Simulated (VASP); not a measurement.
The system is In3S2.

```xyz
5
Lattice="4.9791 0.0000 0.0000 0.0000 4.9791 0.0000 0.0000 0.0000 5.8585" Properties=species:S:1:pos:R:3 pbc="T T T"
In    0.0000    0.0000    0.0000
In    0.0000    0.0000    2.9292
In    2.4895    2.4895    2.9292
S     2.4895    2.4895    1.0042
S     2.4895    2.4895    4.8543
```

The cell was built from a structure type or drawn by symmetry, and may not be a known phase.

```yaml
Program: VASP 6.6.1
Task: relaxation of cell and atoms
Functional: PBE
Potentials_or_basis: VASP PAW PBE potentials, release 64 (In_d, S)
Cutoff: 600 eV
k_mesh: 4 × 4 × 4
Occupations: gaussian, width 0.1 eV
Spin: no spin polarisation
```

At the start: pressure 22.9 GPa; volume 29.05 Å³/atom.

How do energy, volume and symmetry change on relaxing?

Over 17 steps the energy falls by 1320.0 meV/atom and the volume is 28.62 Å³/atom (-1.5 %); space group P4/mmm (No. 123, to 0.1 Å) before and after.

Step by step:
```tsv
step	energy change (eV)	largest force (eV/Å)	pressure (GPa)	volume (Å³)
1	0.0000	8.6545	22.89	145.24
2	-4.8352	3.4460	-1.37	231.72
3	-4.8599	3.4061	-1.41	230.34
4	-4.8904	3.3619	-1.45	228.65
5	-5.5086	4.3253	-0.41	187.12
6	-5.7333	0.5845	-4.59	188.48
7	-5.9545	0.2652	-3.42	187.97
8	-5.9554	0.1971	-3.36	187.95
9	-6.2802	0.1074	-2.78	171.62
10	-6.5538	0.0886	-1.34	151.75
11	-6.1547	1.0787	8.39	116.41
12	-6.5882	0.1656	-0.33	144.86
13	-6.5890	0.1808	-0.08	143.48
14	-6.5956	0.1655	0.08	142.80
15	-6.5966	0.1550	0.20	142.41
16	-6.5996	0.0512	-0.04	142.93
17	-6.5999	0.0302	-0.14	143.12
```

Final structure:
```
In S
1.0
     4.37554    0.00000    0.00000
     0.00000    4.37554    0.00000
     0.00000    0.00000    7.47539
In S
3 2
Direct
  0.00000 0.00000 0.00000
  0.00000 0.00000 0.50000
  0.50000 0.50000 0.50000
  0.50000 0.50000 0.14557
  0.50000 0.50000 0.85443
```

Caveat: a cell axis changed by over 15 % at a fixed basis, so the end point is rough.
